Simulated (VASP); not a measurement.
# InP (zincblende type) (F-43m) in VASP: single point with PBE

Aim: the single point of InP (zincblende type) with PBE.

All numbers are computed with VASP 6.6.1; they aren't measurements. Logs are shortened: lines on timing, memory, paths and dates and some standing lists are left out, and cuts for length are marked.

## Step 1: The cell of the first run

Symmetry: F-43m, No. 216, cubic system. The conventional cell has a = 5.959 Å, b = 5.959 Å, c = 5.959 Å, α = 90.00°, β = 90.00°, γ = 90.00°. In (site symmetry -43m) has 4 P at 2.58 Å within 3.4 Å. P (site symmetry -43m) has 4 In at 2.58 Å within 3.4 Å.

## Step 2: Single point, PBE

Contents of INCAR:

```
ALGO = Normal
EDIFF = 1E-6
ENCUT = 520
GGA = PE
ISIF = 2
ISMEAR = -1
LASPH = True
LCHARG = True
LELF = True
LREAL = False
LVHAR = True
LWAVE = False
NBANDS = 26
NELM = 100
PREC = Accurate
SIGMA = 0.02
```

Contents of KPOINTS:

```
k-points
0
Gamma
  6 5 6
```

Contents of POSCAR:

```
InP
1.0
   -2.9797366534      2.9797366534      0.0000000000
    0.0000000000      0.0000000000      5.9594733068
    2.9797366534      2.9797366534      0.0000000000
In P
2 2
Direct
    0.0000000000      0.0000000000      0.0000000000
    0.5000000000      0.5000000000      0.5000000000
    0.0000000000      0.2500000000      0.5000000000
    0.5000000000      0.7500000000      0.0000000000
```

Potentials or basis: VASP PAW PBE potentials, release 64 (In_d, P).

Started as:

```sh
> cat potpaw_PBE.64/In_d/POTCAR potpaw_PBE.64/P/POTCAR > POTCAR
> mpirun -np 1 vasp_std > vasp.out
```

OUTCAR:

```text
EDIFF = 1E-6
   ENCUT = 520
   GGA = PE
   ISIF = 2
   ISMEAR = -1
   LASPH = True
   LREAL = False
   NELM = 100
   PREC = Accurate

 ion  position               nearest neighbor table
   1  0.000  0.000  0.000-   3 2.58   4 2.58   3 2.58   4 2.58
   2  0.500  0.500  0.500-   3 2.58   4 2.58   4 2.58   3 2.58
   3  0.000  0.250  0.500-   1 2.58   2 2.58   1 2.58   2 2.58
   4  0.500  0.750  0.000-   1 2.58   2 2.58   2 2.58   1 2.58

  LATTYP: Found a simple tetragonal cell.
 ALAT       =     4.2139839875
 C/A-ratio  =     1.4142135624

  Lattice vectors:

 A1 = (   2.9797366534,  -2.9797366534,   0.0000000000)
 A2 = (   2.9797366534,   2.9797366534,   0.0000000000)
 A3 = (   0.0000000000,   0.0000000000,   5.9594733068)

Analysis of symmetry for initial positions (statically):
=====================================================================
 Subroutine PRICEL returns following result:

  LATTYP: Found a face centered cubic cell.
 ALAT       =     5.9594733068

  Lattice vectors:

 A1 = (   2.9797366534,   0.0000000000,   2.9797366534)
 A2 = (   2.9797366534,   2.9797366534,   0.0000000000)
 A3 = (   0.0000000000,   2.9797366534,   2.9797366534)

   2 primitive cells build up your supercell.

 Routine SETGRP: Setting up the symmetry group for a
 simple tetragonal supercell.

 Subroutine GETGRP returns: Found  8 space group operations
 (whereof  8 operations were pure point group operations)
 out of a pool of 16 trial point group operations.

The static configuration has the point symmetry D_2d.

Analysis of symmetry for dynamics (positions and initial velocities):
=====================================================================
 Subroutine PRICEL returns following result:

  LATTYP: Found a face centered cubic cell.
 ALAT       =     5.9594733068

  Lattice vectors:

 A1 = (   2.9797366534,   0.0000000000,   2.9797366534)
 A2 = (   2.9797366534,   2.9797366534,   0.0000000000)
 A3 = (   0.0000000000,   2.9797366534,   2.9797366534)

   2 primitive cells build up your supercell.

 Routine SETGRP: Setting up the symmetry group for a
 simple tetragonal supercell.

 Subroutine GETGRP returns: Found  8 space group operations
 (whereof  8 operations were pure point group operations)
 out of a pool of 16 trial point group operations.

The dynamic configuration has the point symmetry D_2d.

 Subroutine INISYM returns: Found  8 space group operations
 (whereof  8 operations are pure point group operations),
 and found     2 'primitive' translations

----------------------------------------------------------------------------------------

                                     Primitive cell

  volume of cell :      52.9132

  direct lattice vectors                    reciprocal lattice vectors
     2.979736653  0.000000000  2.979736653     0.167800064 -0.167800064  0.167800064
     2.979736653  2.979736653  0.000000000     0.167800064  0.167800064 -0.167800064
     0.000000000  2.979736653  2.979736653    -0.167800064  0.167800064  0.167800064

  length of vectors
     4.213983988  4.213983988  4.213983988     0.290638236  0.290638236  0.290638236

  position of ions in fractional coordinates (direct lattice)
     0.000000000  0.000000000  0.000000000
     0.250000000  0.250000000  0.250000000

  ion indices of the primitive-cell ions
   primitive index   ion index
                 1           1
                 2           3

----------------------------------------------------------------------------------------

 KPOINTS: k-points

Automatic generation of k-mesh.
 Grid dimensions read from file:
 generate k-points for:    6    5    6

 Generating k-lattice:

  Cartesian coordinates                     Fractional coordinates (reciprocal lattice)
    -0.027966677  0.027966677  0.000000000     0.166666667  0.000000000  0.000000000
     0.000000000  0.000000000  0.033560013     0.000000000  0.200000000  0.000000000
     0.027966677  0.027966677  0.000000000     0.000000000  0.000000000  0.166666667

  Length of vectors
     0.039550854  0.033560013  0.039550854

  Shift w.r.t. Gamma in fractional coordinates (k-lattice)
     0.000000000  0.000000000  0.000000000

 Subroutine IBZKPT returns following result:
 ===========================================

 Found     30 irreducible k-points:

 Following reciprocal coordinates:
            Coordinates               Weight
  0.000000  0.000000  0.000000      1.000000
  0.166667  0.000000  0.000000      4.000000
  0.333333  0.000000  0.000000      4.000000
  0.500000  0.000000  0.000000      2.000000
  0.000000  0.200000  0.000000      2.000000
  0.166667  0.200000  0.000000      8.000000
[... 16 lines left out ...]
  0.500000  0.000000  0.333333      4.000000
  0.333333  0.200000  0.333333      8.000000
 [... further k-points ...]
   k-points           NKPTS =     30   k-points in BZ     NKDIM =     30   number of bands    NBANDS=     26
   number of dos      NEDOS =    301   number of ions     NIONS =      4
   total plane-waves  NPLWV =  49152
   dimension x,y,z NGX =    32 NGY =   48 NGZ =   32
   dimension x,y,z NGXF=    64 NGYF=   96 NGZF=   64
   ions per type =               2   2
   NGX,Y,Z   is equivalent  to a cutoff of  12.62, 13.39, 12.62 a.u.
   NGXF,Y,Z  is equivalent  to a cutoff of  25.25, 26.78, 25.25 a.u.
 SYSTEM =  unknown system
   PREC   = accura    normal or accurate (medium, high low for compatibility)
   ISTART =      0    job   : 0-new  1-cont  2-samecut
   ICHARG =      2    charge: 1-file 2-atom 10-const
   ISPIN  =      1    spin polarized calculation?
   LNONCOLLINEAR =      F non collinear calculations
   LSORBIT =      F    spin-orbit coupling
   LASPH  =      T    aspherical Exc in radial PAW
   ENCUT  =  520.0 eV  38.22 Ry    6.18 a.u.   7.84 11.08  7.84*2*pi/ulx,y,z
   NELM   =    100;   NELMIN=  2; NELMDL= -5     # of ELM steps
   EDIFF  = 0.1E-05   stopping-criterion for ELM
   LREAL  =      F    real-space projection
   EDIFFG = 0.1E-04   stopping-criterion for IOM
   NSW    =      0    number of steps for IOM
   IBRION =     -1    ionic relax: 0-MD 1-quasi-New 2-CG
   NFREE  =      0    steps in history (QN), initial steepest desc. (CG)
   ISIF   =      2    stress and relaxation
   ISYM   =      2    0-nonsym 1-usesym 2-fastsym
   POTIM  = 0.5000    time-step for ionic-motion
   TEBEG  =    0.0;   TEEND  =   0.0 temperature during run
   PSTRESS=    0.0 pullay stress
   NELECT =      36.0000    total number of electrons
   NUPDOWN=      -1.0000    fix difference up-down
   EMIN   =  10.00;   EMAX   =-10.00  energy-range for DOS
   EFERMI =   0.00;   METHOD = LEGACY
   ISMEAR =    -1;   SIGMA  =   0.02  broadening in eV -4-tet -1-fermi 0-gaus
   EFERMI_NEDOS =   21; number of points for ismear=-14 and -15
   IALGO  =     38    algorithm
   IMIX   =      4    mixing-type and parameters
     AMIX     =   0.40;   BMIX     =  1.00
     AMIX_MAG =   1.60;   BMIX_MAG =  1.00
  volume/ion in A,a.u.               =      26.46       178.54
  Fermi-wavevector in a.u.,A,eV,Ry     =   1.142820  2.159616 17.769716  1.306037
  Thomas-Fermi vector in A             =   2.279517
   LORBIT       =      0    0 simple, 1 ext, 2 COOP (PROOUT), +10 PAW based schemes
   GGA     = PE    functional components
   LHFCALC =     F    Hartree Fock is set to
   AEXX    =    0.0000 exact exchange contribution
   IVDW    =     0    specifies the selected vdW correction
   LEPSILON=     F    determine dielectric tensor
   LRPA    =     F    only Hartree local field effects (RPA)
 non-spin polarized calculation
  energy-cutoff  :      520.00
  volume of cell :      105.83
 maximum number of plane-waves:      2866
 NGX is ok and might be reduce to    32
   NGX = 15   NGY = 23   NGZ = 15

 number of electron      36.0000017 magnetization

 Free energy of the ion-electron system (eV)
  ---------------------------------------------------
  ext. energy  EPLUGINS =         0.00000000
  ---------------------------------------------------
  free energy    TOTEN  =       -16.80770713 eV

  energy without entropy =      -16.80770697  energy(sigma->0) =      -16.80770705

 E-fermi :   4.8889     XC(G=0):  -9.0627

 val. band max:        4.6589707911   @ k =   0.0000   0.0000   0.0000
 cond. band min:       5.0969133943   @ k =   0.0000   0.0000   0.0000
 fundamental gap:      0.4379426033
 Fermi energy:         4.8888787150

 k-point     1 :       0.0000    0.0000    0.0000
  band No.  band energies     occupation
      1      -9.5939      2.00000
      2      -9.4387      2.00000
      3      -9.4387      2.00000
      4      -9.4384      2.00000
      5      -9.3518      2.00000
      6      -9.3511      2.00000
[... 18 lines left out ...]
     25      13.0096      0.00000
     26      13.5663      0.00000

 k-point     2 :       0.1667    0.0000    0.0000
  band No.  band energies     occupation
      1      -9.5817      2.00000
      2      -9.4576      2.00000
      3      -9.4325      2.00000
      4      -9.4283      2.00000
      5      -9.3657      2.00000
      6      -9.3566      2.00000
[... 18 lines left out ...]
     25      12.5214      0.00000
     26      12.7802      0.00000

 k-point     3 :       0.3333    0.0000    0.0000
  band No.  band energies     occupation
      1      -9.5572      2.00000
      2      -9.4974      2.00000
      3      -9.4159      2.00000
      4      -9.4108      2.00000
      5      -9.3871      2.00000
      6      -9.3721      2.00000
[... 18 lines left out ...]
     25      11.3457      0.00000
     26      11.6165      0.00000

 k-point     4 :       0.5000    0.0000    0.0000
  band No.  band energies     occupation
      1      -9.5317      2.00000
      2      -9.5317      2.00000
      3      -9.3998      2.00000
      4      -9.3998      2.00000
      5      -9.3938      2.00000
      6      -9.3938      2.00000
[... 18 lines left out ...]
     25      10.2315      0.00000
     26      10.2315      0.00000

 k-point     5 :       0.0000    0.2000    0.0000
  band No.  band energies     occupation
      1      -9.5811      2.00000
      2      -9.4560      2.00000
      3      -9.4306      2.00000
      4      -9.4306      2.00000
      5      -9.3597      2.00000
      6      -9.3597      2.00000
[... 18 lines left out ...]
     25      12.8304      0.00000
     26      12.8943      0.00000

 k-point     6 :       0.1667    0.2000    0.0000
  band No.  band energies     occupation
      1      -9.5708      2.00000
      2      -9.4675      2.00000
      3      -9.4271      2.00000
      4      -9.4263      2.00000
      5      -9.3728      2.00000
      6      -9.3654      2.00000
[... 427 lines left out ...]
 k-point    21 :       0.5000    0.4000    0.1667
  band No.  band energies     occupation
      1      -9.5420      2.00000
      2      -9.5420      2.00000
      3      -9.4005      2.00000
      4      -9.4005      2.00000
      5      -9.3926      2.00000
      6      -9.3926      2.00000
[... 18 lines left out ...]
     25      11.4500      0.00000
     26      11.4500      0.00000

 k-point    22 :       0.3333    0.0000    0.3333
  band No.  band energies     occupation
      1      -9.5733      2.00000
      2      -9.5600      2.00000
      3      -9.3778      2.00000
      4      -9.3737      2.00000
      5      -9.3733      2.00000
      6      -9.3570      2.00000
[... 18 lines left out ...]
     25      12.0674      0.00000
     26      12.1070      0.00000

 k-point    23 :       0.5000    0.0000    0.3333
  band No.  band energies     occupation
      1      -9.5794      2.00000
      2      -9.5794      2.00000
      3      -9.3652      2.00000
      4      -9.3652      2.00000
      5      -9.3595      2.00000
      6      -9.3595      2.00000
[... 18 lines left out ...]
     25      13.1624      0.00000
     26      13.1653      0.00000

 k-point    24 :       0.3333    0.2000    0.3333
  band No.  band energies     occupation
      1      -9.5667      2.00000
      2      -9.5544      2.00000
      3      -9.3829      2.00000
      4      -9.3814      2.00000
      5      -9.3752      2.00000
      6      -9.3631      2.00000
[... 18 lines left out ...]
     25      11.8591      0.00000
     26      12.0472      0.00000

 [... further k-points ...]

------------------------ aborting loop because EDIFF is reached ----------------------------------------

  FORCE on cell =-STRESS in cart. coord.  units (eV):
  Direction    XX          YY          ZZ          XY          YZ          ZX
  --------------------------------------------------------------------------------------
  -------------------------------------------------------------------------------------
  Total       -0.0340025     -0.0340025     -0.0886886      0.0000000     -0.0000000      0.0000000
  in kB       -0.5147872     -0.5147872     -1.3427173      0.0000000     -0.0000000      0.0000000
  external PRESSURE =      -0.7907639 kB  Pullay stress =       0.0000000 kB

 VOLUME and BASIS-vectors are now :
 -----------------------------------------------------------------------------
  energy-cutoff  :      520.00
  volume of cell :      105.83
      direct lattice vectors                 reciprocal lattice vectors
    -2.979736653  2.979736653  0.000000000    -0.167800064  0.167800064  0.000000000
     0.000000000  0.000000000  5.959473307     0.000000000  0.000000000  0.167800064
     2.979736653  2.979736653  0.000000000     0.167800064  0.167800064  0.000000000

 POSITION                                       TOTAL-FORCE (eV/Angst)
 -----------------------------------------------------------------------------------
      0.00000      0.00000      0.00000         0.000000      0.000000     -0.000000
      0.00000      2.97974      2.97974         0.000000     -0.000000     -0.000000
      1.48987      1.48987      1.48987        -0.000000      0.000000      0.000000
     -1.48987      1.48987      4.46960        -0.000000      0.000000      0.000000
 -----------------------------------------------------------------------------------
    total drift:                               -0.000000     -0.000000      0.000001

  FREE ENERGIE OF THE ION-ELECTRON SYSTEM (eV)
  ---------------------------------------------------
  free  energy   TOTEN  =       -16.8077071319 eV

  energy  without entropy=      -16.8077069700  energy(sigma->0) =      -16.80770705
```

It took 2.7 min on 1 thread of Intel Xeon 8259CL, shared host; peak memory 0.24 GiB.

What came out:

```yaml
Free_energy: -16.8077 eV
Pressure: -0.1 GPa
Band_gap_on_the_k_mesh: 0.44 eV
```

Caveat: spin-orbit coupling is left out, which moves the levels of the heavy elements.
